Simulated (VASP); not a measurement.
# CoSi (zincblende type) (F-43m) in VASP: notebook

The runs below take CoSi (zincblende type) through single point, with PBE.

Everything below comes from runs of VASP 6.6.1. Logs are shortened: lines on timing, memory, paths and dates and some standing lists are left out, and cuts for length are marked.

## 1. The cell of the first run

The structure is cubic, space group F-43m (No. 216). Conventional cell: a = 5.003 Å, b = 5.003 Å, c = 5.003 Å, α = 90.00°, β = 90.00°, γ = 90.00°. Co (site symmetry -43m) has 4 Si at 2.17 Å within 2.9 Å. Si (site symmetry -43m) has 4 Co at 2.17 Å within 2.9 Å.

## 2. Single point, PBE, collinear spin, ferromagnetic start (15.65 Å³/atom)

Contents of INCAR:

```
SYSTEM = CoSi
PREC = Accurate
ENCUT = 520
EDIFF = 1E-6
ISMEAR = -1
SIGMA = 0.08
LREAL = .False.
LASPH = .True.
NELM = 150
ALGO = Normal
ISIF = 2
LWAVE = .False.
LCHARG = .False.
ISPIN = 2
MAGMOM = 1.7 0
LORBIT = 11
LMAXMIX = 4
GGA = PE
NBANDS = 18
```

Contents of KPOINTS:

```
regular mesh
0
Gamma
  14 14 14
  0 0 0
```

Contents of POSCAR:

```
CoSi
1.0
    0.0000000000      2.5012922100      2.5012922100
    2.5012922100      0.0000000000      2.5012922100
    2.5012922100      2.5012922100      0.0000000000
Co Si
1 1
Direct
    0.0000000000      0.0000000000      0.0000000000
    0.2500000000      0.2500000000      0.2500000000
```

Potentials or basis: VASP PAW PBE potentials, release 64 (Co, Si).

The run is started by

```console
$ cat potpaw_PBE.64/Co/POTCAR potpaw_PBE.64/Si/POTCAR > POTCAR
$ mpirun -np 1 vasp_std > vasp.out
```

OUTCAR:

```text
SYSTEM = CoSi
   PREC = Accurate
   ENCUT = 520
   EDIFF = 1E-6
   ISMEAR = -1
   LREAL = .False.
   LASPH = .True.
   NELM = 150
   ISIF = 2
   ISPIN = 2
   LORBIT = 11
   GGA = PE

 ion  position               nearest neighbor table
   1  0.000  0.000  0.000-   2 2.17   2 2.17   2 2.17   2 2.17
   2  0.250  0.250  0.250-   1 2.17   1 2.17   1 2.17   1 2.17

  LATTYP: Found a face centered cubic cell.
 ALAT       =     5.0025844200

  Lattice vectors:

 A1 = (   0.0000000000,   2.5012922100,   2.5012922100)
 A2 = (   2.5012922100,   0.0000000000,   2.5012922100)
 A3 = (   2.5012922100,   2.5012922100,   0.0000000000)

Analysis of symmetry for initial positions (statically):
=====================================================================
 Subroutine PRICEL returns:
 Original cell was already a primitive cell.

 Routine SETGRP: Setting up the symmetry group for a
 face centered cubic supercell.

 Subroutine GETGRP returns: Found 24 space group operations
 (whereof 24 operations were pure point group operations)
 out of a pool of 48 trial point group operations.

The static configuration has the point symmetry T_d .

Analysis of symmetry for dynamics (positions and initial velocities):
=====================================================================
 Subroutine PRICEL returns:
 Original cell was already a primitive cell.

 Routine SETGRP: Setting up the symmetry group for a
 face centered cubic supercell.

 Subroutine GETGRP returns: Found 24 space group operations
 (whereof 24 operations were pure point group operations)
 out of a pool of 48 trial point group operations.

The dynamic configuration has the point symmetry T_d .

Analysis of structural, dynamic, and magnetic symmetry:
=====================================================================
 Subroutine PRICEL returns:
 Original cell was already a primitive cell.

 Routine SETGRP: Setting up the symmetry group for a
 face centered cubic supercell.

 Subroutine GETGRP returns: Found 24 space group operations
 (whereof 24 operations were pure point group operations)
 out of a pool of 48 trial point group operations.

The overall configuration has the point symmetry T_d .

 Subroutine INISYM returns: Found 24 space group operations
 (whereof 24 operations are pure point group operations),
 and found     1 'primitive' translations

----------------------------------------------------------------------------------------

                                     Primitive cell

  volume of cell :      31.2985

  direct lattice vectors                    reciprocal lattice vectors
     0.000000000  2.501292210  2.501292210    -0.199896677  0.199896677  0.199896677
     2.501292210  0.000000000  2.501292210     0.199896677 -0.199896677  0.199896677
     2.501292210  2.501292210  0.000000000     0.199896677  0.199896677 -0.199896677

  length of vectors
     3.537361367  3.537361367  3.537361367     0.346231200  0.346231200  0.346231200

  position of ions in fractional coordinates (direct lattice)
     0.000000000  0.000000000  0.000000000
     0.250000000  0.250000000  0.250000000

  ion indices of the primitive-cell ions
   primitive index   ion index
                 1           1
                 2           2

----------------------------------------------------------------------------------------

 KPOINTS: regular mesh

Automatic generation of k-mesh.
 Grid dimensions read from file:
 generate k-points for:   14   14   14

 Generating k-lattice:

  Cartesian coordinates                     Fractional coordinates (reciprocal lattice)
    -0.014278334  0.014278334  0.014278334     0.071428571  0.000000000  0.000000000
     0.014278334 -0.014278334  0.014278334     0.000000000  0.071428571  0.000000000
     0.014278334  0.014278334 -0.014278334     0.000000000  0.000000000  0.071428571

  Length of vectors
     0.024730800  0.024730800  0.024730800

  Shift w.r.t. Gamma in fractional coordinates (k-lattice)
     0.000000000  0.000000000  0.000000000

 Subroutine IBZKPT returns following result:
 ===========================================

 Found    104 irreducible k-points:

 Following reciprocal coordinates:
            Coordinates               Weight
  0.000000  0.000000  0.000000      1.000000
  0.071429  0.000000  0.000000      8.000000
  0.142857  0.000000  0.000000      8.000000
  0.214286  0.000000  0.000000      8.000000
  0.285714  0.000000  0.000000      8.000000
  0.357143  0.000000  0.000000      8.000000
[... 16 lines left out ...]
  0.214286  0.142857  0.000000     24.000000
  0.285714  0.142857  0.000000     24.000000
 [... further k-points ...]
   k-points           NKPTS =    104   k-points in BZ     NKDIM =    104   number of bands    NBANDS=     18
   number of dos      NEDOS =    301   number of ions     NIONS =      2
   total plane-waves  NPLWV =  21952
   dimension x,y,z NGX =    28 NGY =   28 NGZ =   28
   dimension x,y,z NGXF=    56 NGYF=   56 NGZF=   56
   ions per type =               1   1
   NGX,Y,Z   is equivalent  to a cutoff of  13.16, 13.16, 13.16 a.u.
   NGXF,Y,Z  is equivalent  to a cutoff of  26.32, 26.32, 26.32 a.u.
 SYSTEM =  CoSi
   PREC   = accura    normal or accurate (medium, high low for compatibility)
   ISTART =      0    job   : 0-new  1-cont  2-samecut
   ICHARG =      2    charge: 1-file 2-atom 10-const
   ISPIN  =      2    spin polarized calculation?
   LNONCOLLINEAR =      F non collinear calculations
   LSORBIT =      F    spin-orbit coupling
   LASPH  =      T    aspherical Exc in radial PAW
   ENCUT  =  520.0 eV  38.22 Ry    6.18 a.u.   6.58  6.58  6.58*2*pi/ulx,y,z
   NELM   =    150;   NELMIN=  2; NELMDL= -5     # of ELM steps
   EDIFF  = 0.1E-05   stopping-criterion for ELM
   LREAL  =      F    real-space projection
   EDIFFG = 0.1E-04   stopping-criterion for IOM
   NSW    =      0    number of steps for IOM
   IBRION =     -1    ionic relax: 0-MD 1-quasi-New 2-CG
   NFREE  =      0    steps in history (QN), initial steepest desc. (CG)
   ISIF   =      2    stress and relaxation
   ISYM   =      2    0-nonsym 1-usesym 2-fastsym
   POTIM  = 0.5000    time-step for ionic-motion
   TEBEG  =    0.0;   TEEND  =   0.0 temperature during run
   PSTRESS=    0.0 pullay stress
   NELECT =      13.0000    total number of electrons
   NUPDOWN=      -1.0000    fix difference up-down
   EMIN   =  10.00;   EMAX   =-10.00  energy-range for DOS
   EFERMI =   0.00;   METHOD = LEGACY
   ISMEAR =    -1;   SIGMA  =   0.08  broadening in eV -4-tet -1-fermi 0-gaus
   EFERMI_NEDOS =   21; number of points for ismear=-14 and -15
   IALGO  =     38    algorithm
   IMIX   =      4    mixing-type and parameters
     AMIX     =   0.40;   BMIX     =  1.00
     AMIX_MAG =   1.60;   BMIX_MAG =  1.00
  volume/ion in A,a.u.               =      15.65       105.61
  Fermi-wavevector in a.u.,A,eV,Ry     =   1.221466  2.308237 20.299622  1.491980
  Thomas-Fermi vector in A             =   2.356648
   LORBIT       =     11    0 simple, 1 ext, 2 COOP (PROOUT), +10 PAW based schemes
   GGA     = PE    functional components
   LHFCALC =     F    Hartree Fock is set to
   AEXX    =    0.0000 exact exchange contribution
   IVDW    =     0    specifies the selected vdW correction
   LEPSILON=     F    determine dielectric tensor
   LRPA    =     F    only Hartree local field effects (RPA)
 spin polarized calculation
  energy-cutoff  :      520.00
  volume of cell :       31.30
 maximum number of plane-waves:       877
   NGX = 13   NGY = 13   NGZ = 13

 number of electron      13.0000005 magnetization      -0.0072647

 number of electron      13.0000005 magnetization       0.0010380

 Free energy of the ion-electron system (eV)
  ---------------------------------------------------
  ext. energy  EPLUGINS =         0.00000000
  ---------------------------------------------------
  free energy    TOTEN  =       -11.70850925 eV

  energy without entropy =      -11.68760301  energy(sigma->0) =      -11.69805613

 E-fermi :   6.5817     XC(G=0): -10.7830

 val. band max:        6.5705063271   @ k =   0.5000   0.4286   0.0714
 cond. band min:       6.6402963691   @ k =  -0.2857   0.2143   0.0714
 fundamental gap:      0.0697900420
 Fermi energy:         6.5817034285

 spin component 1

 k-point     1 :       0.0000    0.0000    0.0000
  band No.  band energies     occupation
      1      -3.5948      1.00000
      2       4.1356      1.00000
      3       4.1356      1.00000
      4       4.1356      1.00000
      5       5.4708      1.00000
      6       5.4708      1.00000
[... 10 lines left out ...]
     17      22.6814      0.00000
     18      22.6814      0.00000
[... 463 lines left out ...]
 k-point    24 :       0.2857    0.1429    0.0000
  band No.  band energies     occupation
      1      -2.4249      1.00000
      2       3.5656      1.00000
      3       4.3355      1.00000
      4       4.3773      1.00000
      5       5.2320      1.00000
      6       5.6117      0.99999
[... 10 lines left out ...]
     17      26.1069      0.00000
     18      26.6342      0.00000

 [... further k-points ...]

 spin component 2

 k-point     1 :       0.0000    0.0000    0.0000
  band No.  band energies     occupation
      1      -3.5955      1.00000
      2       4.1372      1.00000
      3       4.1372      1.00000
      4       4.1372      1.00000
      5       5.4730      1.00000
      6       5.4730      1.00000
[... 10 lines left out ...]
     17      22.6814      0.00000
     18      22.6814      0.00000
[... 463 lines left out ...]
 k-point    24 :       0.2857    0.1429    0.0000
  band No.  band energies     occupation
      1      -2.4256      1.00000
      2       3.5666      1.00000
      3       4.3370      1.00000
      4       4.3788      1.00000
      5       5.2341      1.00000
      6       5.6139      0.99999
[... 10 lines left out ...]
     17      26.1068      0.00000
     18      26.6339      0.00000

 [... further k-points ...]
[... 5 lines left out ...]
  --------------------------------------------------------------------------------------
  -------------------------------------------------------------------------------------
  Total        1.2100511      1.2100511      1.2100511     -0.0000000     -0.0000000      0.0000000
  in kB       61.9428238     61.9428238     61.9428238     -0.0000000     -0.0000000      0.0000000
  external PRESSURE =      61.9428238 kB  Pullay stress =       0.0000000 kB

 VOLUME and BASIS-vectors are now :
 -----------------------------------------------------------------------------
  energy-cutoff  :      520.00
  volume of cell :       31.30
      direct lattice vectors                 reciprocal lattice vectors
     0.000000000  2.501292210  2.501292210    -0.199896677  0.199896677  0.199896677
     2.501292210  0.000000000  2.501292210     0.199896677 -0.199896677  0.199896677
     2.501292210  2.501292210  0.000000000     0.199896677  0.199896677 -0.199896677

 POSITION                                       TOTAL-FORCE (eV/Angst)
 -----------------------------------------------------------------------------------
      0.00000      0.00000      0.00000        -0.000000      0.000000     -0.000000
      1.25065      1.25065      1.25065         0.000000     -0.000000      0.000000
 -----------------------------------------------------------------------------------
    total drift:                                0.000001      0.000001      0.000001

  FREE ENERGIE OF THE ION-ELECTRON SYSTEM (eV)
  ---------------------------------------------------
  free  energy   TOTEN  =       -11.7085092502 eV

  energy  without entropy=      -11.6876030074  energy(sigma->0) =      -11.69805613

 total charge

# of ion       s       p       d       tot
------------------------------------------
    1        0.555   0.413   7.592   8.560
    2        0.831   0.879   0.000   1.710
--------------------------------------------------
tot          1.386   1.292   7.592  10.270

 magnetization (x)

# of ion       s       p       d       tot
------------------------------------------
    1        0.000  -0.000   0.001   0.001
    2       -0.000  -0.000   0.000  -0.000
--------------------------------------------------
tot         -0.000  -0.000   0.001   0.001
```

Run time: 72 s. Hardware: 1 thread of AMD EPYC 9R14 (Zen 4), shared host; peak memory 0.2 GiB.

What came out:

| Property | Result |
| --- | --- |
| Free energy | -11.7085 eV |
| Pressure | 6.2 GPa |
| Net moment | 0.00 μB per cell |
| Valence electrons inside the program's atomic spheres | Co 8.56; Si 1.71 |

Caveat: the cell stands under pressure.

(Continued in part 2 of 2.)
